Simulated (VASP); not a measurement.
A run of VASP 6.6.1 is set up as follows.

File POSCAR:

```
Mg
1.0
    0.0000000000      2.2218174000      2.2442600000
    2.2218174000      0.0000000000      2.2442600000
    2.2218174000      2.2218174000      0.0000000000
Mg
1
Direct
    0.0000000000      0.0000000000      0.0000000000
```

File INCAR.step1:

```
SYSTEM = Mg
PREC = Accurate
ENCUT = 520
ISMEAR = 1
SIGMA = 0.1
LREAL = .FALSE.
LASPH = .TRUE.
NELM = 80
NBANDS = 7
GGA = PE
ALGO = Normal
EDIFF = 1E-4
LWAVE = .TRUE.
LCHARG = .FALSE.
```

INCAR.step2

```
SYSTEM = Mg
PREC = Accurate
ENCUT = 520
EDIFF = 1E-6
ISMEAR = 1
SIGMA = 0.1
LREAL = .FALSE.
LASPH = .TRUE.
NELM = 80
ALGO = Normal
ISIF = 2
LWAVE = .FALSE.
LCHARG = .FALSE.
METAGGA = R2SCAN
LMIXTAU = .TRUE.
NBANDS = 7
ISTART = 1
```

Contents of KPOINTS:

```
Automatic mesh
0
G
  13 13 13
  0 0 0
```

Potentials or basis: VASP PAW PBE potentials, release 64 (Mg).

Launch:

```sh
$ cat potpaw_PBE.64/Mg/POTCAR > POTCAR
$ cp INCAR.step1 INCAR
$ mpirun -np 1 vasp_std > vasp.out
$ cp INCAR.step2 INCAR
$ mpirun -np 1 vasp_std > vasp.out
```

**Question.** Estimate the pressure.

**Answer.** 0.8 GPa.

**Question.** Predict the band gap on the k mesh.

**Answer.** Zero (bands 1 and 2 overlap by 1.91 eV).

Stress tensor (GPa, compression positive):
```
0.87 0.00 0.00
0.00 0.87 0.00
0.00 0.00 0.68
```

Caveat: the PAW data sets were made with another functional, which shifts forces and pressure a little.
